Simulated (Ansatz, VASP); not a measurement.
**One calculation of TiAl, two programs**

```xyz
2
Lattice="2.5630 0.0000 0.0000 -1.2815 2.2197 0.0000 0.0000 0.0000 4.6199" Properties=species:S:1:pos:R:3 pbc="T T T"
Ti    0.0000    0.0000    0.0000
Al    0.0000    1.4798    2.3100
```

Change from the starting cell: strain -0.1000 x Voigt [1, 1, 0, 0, 0, 0], atoms carried along.

Alike in both runs: task single point; functional PBEsol; k mesh 24 × 24 × 14; occupations gaussian, width 0.15 eV; no spin polarisation.

|  | VASP | Ansatz |
| --- | --- | --- |
| version | VASP 6.6.1 | Ansatz 0.2.0 |
| potentials or method | VASP PAW PBE potentials, release 64 (Ti_sv, Al), cutoff 500 eV | scalar-relativistic, plane waves, PAW |
| valence electrons in the cell | 15 | 15 |

|  | VASP | Ansatz | Ansatz less VASP |
| --- | --- | --- | --- |
| gap on the k mesh at the Fermi level (eV) | none | none | - |
| pressure (GPa) | 33.3 | 33.4 | +0.09 |
| traceless stress, the component that is largest in VASP (GPa) | -17.27 | -17.36 | -0.086 |

VASP's potentials were made for PBE, not for PBEsol. A gap of «none» marks a metal or a gap that the smearing closes. Both programs put the cell under a high pressure, so it lies far from rest at this level. The functional is the same, so the differences come from potentials, cutoffs and numerics.
